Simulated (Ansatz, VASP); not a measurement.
## Mg2FeH6: VASP beside Ansatz

File INCAR:

```
SYSTEM = Mg2FeH6
PREC = Accurate
ENCUT = 520
EDIFF = 1E-7
ISMEAR = 0
SIGMA = 0.02
LREAL = .False.
LASPH = .True.
NELM = 100
ALGO = Normal
ISIF = 2
LWAVE = .False.
LCHARG = .False.
NBANDS = 19
```

The input KPOINTS:

```
regular mesh
0
Gamma
  8 8 8
  0 0 0
```

The input POSCAR:

```
Mg2FeH6
1.0
    0.0000000000      3.1394478623      3.1394478623
    3.1394478623      0.0000000000      3.1394478623
    3.1394478623      3.1394478623      0.0000000000
Mg Fe H
2 1 6
Direct
    0.2500000000      0.2500000000      0.2500000000
    0.7500000000      0.7500000000      0.7500000000
    0.0000000000      0.0000000000      0.0000000000
    0.7548406824      0.2451593176      0.2451593176
    0.2451593176      0.7548406824      0.2451593176
    0.2451593176      0.7548406824      0.7548406824
    0.7548406824      0.2451593176      0.7548406824
    0.2451593176      0.2451593176      0.7548406824
    0.7548406824      0.7548406824      0.2451593176
```

Input for Ansatz:

```yaml
crystal:
  lattice:
    - [0.0, 3.1394478623, 3.1394478623]
    - [3.1394478623, 0.0, 3.1394478623]
    - [3.1394478623, 3.1394478623, 0.0]
  atoms:
    - { symbol: Mg, position: [0.25, 0.25, 0.25] }
    - { symbol: Mg, position: [0.75, 0.75, 0.75] }
    - { symbol: Fe, position: [0.0, 0.0, 0.0] }
    - { symbol: H, position: [0.7548406824, 0.2451593176, 0.2451593176] }
    - { symbol: H, position: [0.2451593176, 0.7548406824, 0.2451593176] }
    - { symbol: H, position: [0.2451593176, 0.7548406824, 0.7548406824] }
    - { symbol: H, position: [0.7548406824, 0.2451593176, 0.7548406824] }
    - { symbol: H, position: [0.2451593176, 0.2451593176, 0.7548406824] }
    - { symbol: H, position: [0.7548406824, 0.7548406824, 0.2451593176] }
basis:
  ecutwfc: 420
kpoints:
  mp_grid: { grid: [8, 8, 8] }
  band_path: { path: [VBM, CBM], npoints: 2 }
hamiltonian:
  xc: lda
scf:
  occupations: { method: gaussian, width: 0.02 }
output:
  forces: false
  stress: false
  eigenvalues: true
checkpoint:
  read: start.run
  write: ck
  compress: false
  write_wavefunctions: false
  write_every: 100000
```

Alike in both runs: task single point; functional LDA; k mesh 8 × 8 × 8; occupations gaussian, width 0.02 eV; no spin polarisation.

|  | VASP | Ansatz |
| --- | --- | --- |
| version | VASP 6.6.1 | Ansatz 0.2.0 |
| potentials or method | VASP PAW LDA potentials, release 64 (Mg, Fe, H), cutoff 520 eV | scalar-relativistic, plane waves, PAW |
| valence electrons in the cell | 18 | 42 |

|  | VASP | Ansatz | Ansatz less VASP |
| --- | --- | --- | --- |
| gap on the k mesh at the Fermi level (eV) | 1.77 | 1.79 | +0.019 |
| least direct gap on the mesh (eV) | 1.77 | 1.79 | +0.019 |

LDA's correlation is that of Perdew and Zunger in VASP and of Perdew and Wang (1992) in Ansatz. VASP's potentials hold 18 valence electrons a cell and Ansatz's 42, so a difference there can come from the potentials and not from the codes.
